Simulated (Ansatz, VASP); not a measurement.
This is a calculation of Al for VASP 6.6.1.

File POSCAR:

```
Al
1.0
   -1.5912186900      1.5912186900      1.5912186900
    1.5912186900     -1.5912186900      1.5912186900
    1.5912186900      1.5912186900     -1.5912186900
Al
1
Direct
    0.0000000000      0.0000000000      0.0000000000
```

File INCAR.step1:

```
PREC     = Accurate       # precision mode
ENCUT    = 600            # plane-wave cutoff, eV
EDIFF    = 1E-5           # SCF threshold, eV
ISMEAR   = -1             # smearing method
SIGMA    = 0.05           # smearing width, eV
LREAL    = False          # projectors in reciprocal space
LASPH    = True           # aspherical terms in the spheres
NELM     = 100            # most SCF steps
ALGO     = Normal         # electronic algorithm
LWAVE    = True           # write WAVECAR
LCHARG   = False          # write CHGCAR
GGA      = PE             # functional
NBANDS   = 8              # bands
```

INCAR.step2

```
PREC     = Accurate       # precision mode
ENCUT    = 600            # plane-wave cutoff, eV
EDIFF    = 1E-7           # SCF threshold, eV
ISMEAR   = -1             # smearing method
SIGMA    = 0.05           # smearing width, eV
LREAL    = False          # projectors in reciprocal space
LASPH    = True           # aspherical terms in the spheres
NELM     = 100            # most SCF steps
ALGO     = Normal         # electronic algorithm
ISIF     = 3              # what is computed and relaxed
LWAVE    = False          # write WAVECAR
LCHARG   = False          # write CHGCAR
GGA      = PS             # functional
LHFCALC  = True           # exact exchange
AEXX     = 0.25           # exact-exchange fraction
PRECFOCK = Normal       
IBRION   = 2              # ionic algorithm
NSW      = 60             # ionic steps
EDIFFG   = -0.01          # ionic threshold
ISTART   = 1
```

File KPOINTS:

```
Automatic mesh
0
Gamma
  6 6 6
```

Potentials or basis: VASP PAW PBE potentials, release 64 (Al).

Launch:

```console
$ cat potpaw_PBE.64/Al/POTCAR > POTCAR
$ cp INCAR.step1 INCAR
$ mpirun -np 1 vasp_std > vasp.out
$ cp INCAR.step2 INCAR
$ mpirun -np 1 vasp_std > vasp.out
```

Set up the same calculation for Ansatz 0.2.0. Potentials there: Ansatz PAW.

As run (the cutoff follows the program's own potentials):

File input:

```
crystal:
  lattice:
    - [-1.59121869, 1.59121869, 1.59121869]
    - [1.59121869, -1.59121869, 1.59121869]
    - [1.59121869, 1.59121869, -1.59121869]
  atoms:
    - { symbol: Al, position: [0.0, 0.0, 0.0] }
hamiltonian:
  xc: { exchange: pbesol, correlation: pbesol, exx: { coeff: 0.25 } }
  pseudopotentials: { kind: paw }
kpoints:
  mp_grid: { grid: [6, 6, 6] }
scf:
  occupations: { method: fermi_dirac, width: 0.05 }
output:
  forces: true
  stress: true
  eigenvalues: true
relax:
  f_tol: 0.01
  max_steps: 40
  cell: { stress_tol: 0.05 }
```

Both were run:

|  | VASP | Ansatz | Ansatz less VASP |
| --- | --- | --- | --- |
| gap on the k mesh at the Fermi level, each at its own relaxed structure (eV) | none | none | - |
| relaxed volume (Å³/atom) | 16.56 | 16.54 | -0.012 |
| relaxed length of the cell vector where the two differ most in proportion (Å) | 2.781 | 2.780 | -0.0007 |

VASP's potentials were made for PBE, not for PBEsol-based global hybrid. A gap of «none» marks a metal or a gap that the smearing closes.

The k mesh is coarse, so the values compare programs but aren't converged. Noted on Ansatz's run: the plane-wave basis is chosen anew once the cell has moved, so the energies of steps on either side of that aren't comparable.
